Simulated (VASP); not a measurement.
# AlH5 in VASP: further runs, part 2 of 2

VASP 6.6.1.

### 4 Relaxation of cell and atoms, PBE

The input, INCAR:

```
ALGO = Normal ; EDIFF = 1E-7
EDIFFG = -0.01 ; ENCUT = 600
GGA = PE ; IBRION = 2
ISIF = 3 ; ISMEAR = 0
LASPH = T ; LCHARG = F
LREAL = F ; LWAVE = F
NELM = 100 ; NSW = 100
PREC = Accurate ; SIGMA = 0.1
```

The input, KPOINTS:

```
k-points
0
Gamma
  12 12 8
```

The input, POSCAR:

```
AlH5
1.0
    1.8327344813     -3.2641318110      0.0000000000
    1.8327344813      3.2641318110      0.0000000000
    0.0000000000      0.0000000000      4.6218896932
Al H
1 5
Direct
    0.0000000000      0.0000000000      0.0000000000
    0.1586045551      0.8413954449      0.5875017236
    0.8413954449      0.1586045551      0.4124982764
    0.8413954449      0.1586045551      0.5875017236
    0.1586045551      0.8413954449      0.4124982764
    0.5000000000      0.5000000000      0.0000000000
```

Potentials or basis: VASP PAW PBE potentials, release 64 (Al, H).

The run is started by

```console
$ cat potpaw_PBE.64/Al/POTCAR potpaw_PBE.64/H/POTCAR > POTCAR
$ mpirun -np 1 vasp_std > vasp.out
```

OUTCAR:

```text
EDIFF = 1E-7
   EDIFFG = -0.01
   ENCUT = 600
   GGA = PE
   IBRION = 2
   ISIF = 3
   ISMEAR = 0
   LASPH = T
   LREAL = F
   NELM = 100
   NSW = 100
   PREC = Accurate

 ion  position               nearest neighbor table
   1  0.000  0.000  0.000-   6 1.83   6 1.83
   2  0.159  0.841  0.588-   5 0.81
   3  0.841  0.159  0.412-   4 0.81
   4  0.841  0.159  0.588-   3 0.81
   5  0.159  0.841  0.412-   2 0.81
   6  0.500  0.500  0.000-   1 1.83   1 1.83

  LATTYP: Found a base centered orthorhombic cell.
 ALAT       =     3.6654689626
 B/A-ratio  =     1.7810172965
 C/A-ratio  =     1.2609272484

  Lattice vectors:

 A1 = (   1.8327344813,  -3.2641318110,   0.0000000000)
 A2 = (   1.8327344813,   3.2641318110,   0.0000000000)
 A3 = (   0.0000000000,   0.0000000000,   4.6218896932)

Analysis of symmetry for initial positions (statically):
=====================================================================
 Subroutine PRICEL returns:
 Original cell was already a primitive cell.

 Routine SETGRP: Setting up the symmetry group for a
 base centered orthorhombic supercell.

 Subroutine GETGRP returns: Found  8 space group operations
 (whereof  8 operations were pure point group operations)
 out of a pool of  8 trial point group operations.

The static configuration has the point symmetry D_2h.

Analysis of symmetry for dynamics (positions and initial velocities):
=====================================================================
 Subroutine PRICEL returns:
 Original cell was already a primitive cell.

 Routine SETGRP: Setting up the symmetry group for a
 base centered orthorhombic supercell.

 Subroutine GETGRP returns: Found  8 space group operations
 (whereof  8 operations were pure point group operations)
 out of a pool of  8 trial point group operations.

The dynamic configuration has the point symmetry D_2h.

 Subroutine INISYM returns: Found  8 space group operations
 (whereof  8 operations are pure point group operations),
 and found     1 'primitive' translations

----------------------------------------------------------------------------------------

                                     Primitive cell

  volume of cell :      55.2989

  direct lattice vectors                    reciprocal lattice vectors
     1.832734481 -3.264131811  0.000000000     0.272816387 -0.153180089  0.000000000
     1.832734481  3.264131811  0.000000000     0.272816387  0.153180089  0.000000000
     0.000000000  0.000000000  4.621889693     0.000000000  0.000000000  0.216361719

  length of vectors
     3.743457247  3.743457247  4.621889693     0.312878444  0.312878444  0.216361719

  position of ions in fractional coordinates (direct lattice)
     0.000000000  0.000000000  0.000000000
     0.158604555  0.841395445  0.587501724
     0.841395445  0.158604555  0.412498276
     0.841395445  0.158604555  0.587501724
     0.158604555  0.841395445  0.412498276
     0.500000000  0.500000000  0.000000000

  ion indices of the primitive-cell ions
   primitive index   ion index
                 1           1
                 2           2
                 3           3
                 4           4
[... 67 lines left out ...]
   ICHARG =      2    charge: 1-file 2-atom 10-const
   ISPIN  =      1    spin polarized calculation?
   LNONCOLLINEAR =      F non collinear calculations
   LSORBIT =      F    spin-orbit coupling
   LASPH  =      T    aspherical Exc in radial PAW
   ENCUT  =  600.0 eV  44.10 Ry    6.64 a.u.   7.48  7.48  9.23*2*pi/ulx,y,z
   NELM   =    100;   NELMIN=  2; NELMDL= -5     # of ELM steps
   EDIFF  = 0.1E-06   stopping-criterion for ELM
   LREAL  =      F    real-space projection
   EDIFFG = -.1E-01   stopping-criterion for IOM
   NSW    =    100    number of steps for IOM
   IBRION =      2    ionic relax: 0-MD 1-quasi-New 2-CG
   NFREE  =      1    steps in history (QN), initial steepest desc. (CG)
   ISIF   =      3    stress and relaxation
   ISYM   =      2    0-nonsym 1-usesym 2-fastsym
   POTIM  = 0.5000    time-step for ionic-motion
   TEBEG  =    0.0;   TEEND  =   0.0 temperature during run
   PSTRESS=    0.0 pullay stress
   NELECT =       8.0000    total number of electrons
   NUPDOWN=      -1.0000    fix difference up-down
   EMIN   =  10.00;   EMAX   =-10.00  energy-range for DOS
   EFERMI =   0.00;   METHOD = LEGACY
   ISMEAR =     0;   SIGMA  =   0.10  broadening in eV -4-tet -1-fermi 0-gaus
   EFERMI_NEDOS =   21; number of points for ismear=-14 and -15
   IALGO  =     38    algorithm
   IMIX   =      4    mixing-type and parameters
     AMIX     =   0.40;   BMIX     =  1.00
     AMIX_MAG =   1.60;   BMIX_MAG =  1.00
  volume/ion in A,a.u.               =       9.22        62.20
  Fermi-wavevector in a.u.,A,eV,Ry     =   0.859408  1.624045 10.049012  0.738582
  Thomas-Fermi vector in A             =   1.976758
   LORBIT       =      0    0 simple, 1 ext, 2 COOP (PROOUT), +10 PAW based schemes
   GGA     = PE    functional components
   LHFCALC =     F    Hartree Fock is set to
   AEXX    =    0.0000 exact exchange contribution
   IVDW    =     0    specifies the selected vdW correction
   LEPSILON=     F    determine dielectric tensor
   LRPA    =     F    only Hartree local field effects (RPA)
 conjugate gradient relaxation of ions
 non-spin polarized calculation
 Gauss-broadening in eV      SIGMA  =   0.10
  energy-cutoff  :      600.00
  volume of cell :       55.30
 maximum number of plane-waves:      1872
 NGX is ok and might be reduce to    30
   NGX = 15   NGY = 15   NGZ = 19

--------------------------------------- Ionic step        1  -------------------------------------------

 number of electron       8.0000001 magnetization

 Free energy of the ion-electron system (eV)
  ---------------------------------------------------
  ext. energy  EPLUGINS =         0.00000000
  ---------------------------------------------------
  free energy    TOTEN  =       -18.50430605 eV

  energy without entropy =      -18.50022427  energy(sigma->0) =      -18.50226516

------------------------ aborting loop because EDIFF is reached ----------------------------------------

  FORCE on cell =-STRESS in cart. coord.  units (eV):
  Direction    XX          YY          ZZ          XY          YZ          ZX
  --------------------------------------------------------------------------------------
  -------------------------------------------------------------------------------------
  Total       -0.4903211      0.0746030     -0.2801350     -0.0000000      0.0000000      0.0000000
  in kB      -14.2060826      2.1614750     -8.1163576     -0.0000000      0.0000000      0.0000000
  external PRESSURE =      -6.7203217 kB  Pullay stress =       0.0000000 kB
[... 101 lines left out ...]
  FREE ENERGIE OF THE ION-ELECTRON SYSTEM (eV)
  ---------------------------------------------------
  free  energy   TOTEN  =       -18.5086626326 eV

  energy  without entropy=      -18.5046932709  energy(sigma->0) =      -18.50667795

[... ionic steps 4 to 22 ...]

--------------------------------------- Ionic step       23  -------------------------------------------

 number of electron       7.9999999 magnetization

------------------------ aborting loop because EDIFF is reached ----------------------------------------
[... 75 lines left out ...]
--------------------------------------- Ionic step       25  -------------------------------------------

 number of electron       7.9999999 magnetization

 Free energy of the ion-electron system (eV)
  ---------------------------------------------------
  ext. energy  EPLUGINS =         0.00000000
  ---------------------------------------------------
  free energy    TOTEN  =       -18.52429562 eV

  energy without entropy =      -18.51966972  energy(sigma->0) =      -18.52198267

 E-fermi :   1.5798     XC(G=0):  -8.0915

 val. band max:        1.5737922385   @ k =  -0.2500   0.1667   0.3750
 cond. band min:       1.5807806206   @ k =   0.5000   0.3333   0.2500
 fundamental gap:      0.0069883821
 Fermi energy:         1.5797630046

 k-point     1 :       0.0000    0.0000    0.0000
  band No.  band energies     occupation
      1      -9.0770      2.00000
      2      -3.8095      2.00000
      3      -2.7533      2.00000
      4       0.2151      2.00000
      5       5.4164      0.00000
      6       6.6407      0.00000
      7       7.8663      0.00000
      8       7.9915      0.00000
[... 243 lines left out ...]
 k-point    24 :      -0.4167    0.1667    0.0000
  band No.  band energies     occupation
      1      -7.7564      2.00000
      2      -4.5886      2.00000
      3      -3.4904      2.00000
      4       1.5439      1.38755
      5       2.2517      0.00000
      6       4.2693      0.00000
      7       5.9136      0.00000
      8       7.5728      0.00000

 [... further k-points ...]
[... 5 lines left out ...]
  --------------------------------------------------------------------------------------
  -------------------------------------------------------------------------------------
  Total       -0.0076952      0.0071033     -0.0383647      0.0000000      0.0000000      0.0000000
  in kB       -0.2345249      0.2164837     -1.1692260      0.0000000      0.0000000      0.0000000
  external PRESSURE =      -0.3957557 kB  Pullay stress =       0.0000000 kB
[... 21 lines left out ...]
  FREE ENERGIE OF THE ION-ELECTRON SYSTEM (eV)
  ---------------------------------------------------
  free  energy   TOTEN  =       -18.5242956215 eV

  energy  without entropy=      -18.5196697181  energy(sigma->0) =      -18.52198267

 reached required accuracy - stopping structural energy minimisation
```

Wall time 11 min (1 thread of Intel Xeon 6975P-C (Granite Rapids), shared host); peak memory 0.26 GiB.

Results:

```
Free energy                           : -18.5243 eV
Relaxed volume                        : 8.76 Å³/atom
Relaxed cell                          : a = 3.802 Å, b = 3.802 Å, c = 4.393 Å, α = 90.00°, β = 90.00°, γ = 124.11°
Space group after relaxing (to 0.1 Å) : Cmmm (No. 65)
Energy gained by relaxing             : 3.3 meV/atom
Ionic steps                           : 25
Pressure after relaxing               : 0.0 GPa
Band gap on the k mesh                : zero (bands 4 and 5 overlap by 2.56 eV)
```

Forces on the atoms (eV/Å):
```
Al   0.000  0.000  0.000
H    0.000  0.002  0.001
H    0.000 -0.002 -0.001
H    0.000 -0.002  0.001
H    0.000  0.002 -0.001
H    0.000  0.000  0.000
```

Stress tensor (GPa, compression positive):
```
-0.02  0.00  0.00
 0.00  0.02  0.00
 0.00  0.00 -0.12
```

The path:
```
step  energy change (eV)  largest force (eV/Å)  pressure (GPa)  volume (Å³)
   1              0.0000                0.1129           -0.67        55.30
   2             -0.0036                0.0381           -0.89        54.99
   3             -0.0044                0.1377           -1.02        54.77
   4             -0.0063                0.1181           -0.89        54.56
   5             -0.0106                0.0596           -0.48        53.92
   6             -0.0126                0.0858            0.36        52.65
   7             -0.0129                0.0500            0.16        52.96
   8             -0.0134                0.0399            0.13        52.90
   9             -0.0148                0.0277            0.02        52.70
  10             -0.0167                0.0549           -0.18        52.32
  11             -0.0170                0.1308           -0.31        51.53
  12             -0.0177                0.0865           -0.28        51.94
  13             -0.0184                0.0474           -0.11        51.80
  14             -0.0186                0.0253            0.04        51.68
  15             -0.0186                0.0251            0.05        51.68
  16             -0.0186                0.0238            0.05        51.68
  17             -0.0188                0.0201            0.06        51.69
  18             -0.0191                0.0129            0.08        51.70
  19             -0.0194                0.0052            0.12        51.73
  20             -0.0195                0.0021            0.11        51.85
  21             -0.0199                0.0117            0.06        52.21
  22             -0.0198                0.0371           -0.01        52.94
  23             -0.0200                0.0224            0.03        52.51
  24             -0.0199                0.0321           -0.15        52.66
  25             -0.0200                0.0022           -0.04        52.57
```

Final structure:
```
Al H
1.0
     1.78165   -3.35863    0.00000
     1.78165    3.35863    0.00000
     0.00000    0.00000    4.39267
Al H
1 5
Direct
  0.00000 0.00000 0.00000
  0.15405 0.84595 0.59560
  0.84595 0.15405 0.40440
  0.84595 0.15405 0.59560
  0.15405 0.84595 0.40440
  0.50000 0.50000 0.00000
```

### 5 Summary

```csv
task,cell,k mesh,cutoff (eV),gap on the mesh (eV),pressure (GPa),largest force (eV/Å)
single point,"a = 4.622, b = 3.743, c = 3.743 Å, angles 121.4, 90.0, 90.0°, 6 atoms, atomic positions A",4 × 6 × 6,520,none,-0.2,0.03
single point,"a = 3.819, b = 3.819, c = 4.385 Å, angles 90.0, 90.0, 124.4°, 6 atoms, atomic positions B",12 × 12 × 8,520,none,-0.2,0.01
relaxation of cell and atoms,"relaxed from a = 3.743, b = 3.743, c = 4.622 Å, angles 90.0, 90.0, 121.4°, 6 atoms, atomic positions C",12 × 12 × 8,600,none,0.0,-
```

Alike in all rows: level PBE; potentials or basis VASP PAW PBE potentials, release 64 (Al, H); no spin polarisation; smearing gaussian 0.1 eV.

Absolute energies hang on the potentials; compare differences alone.

The gap in the log of VASP goes by the Fermi energy; the results here count the filled bands.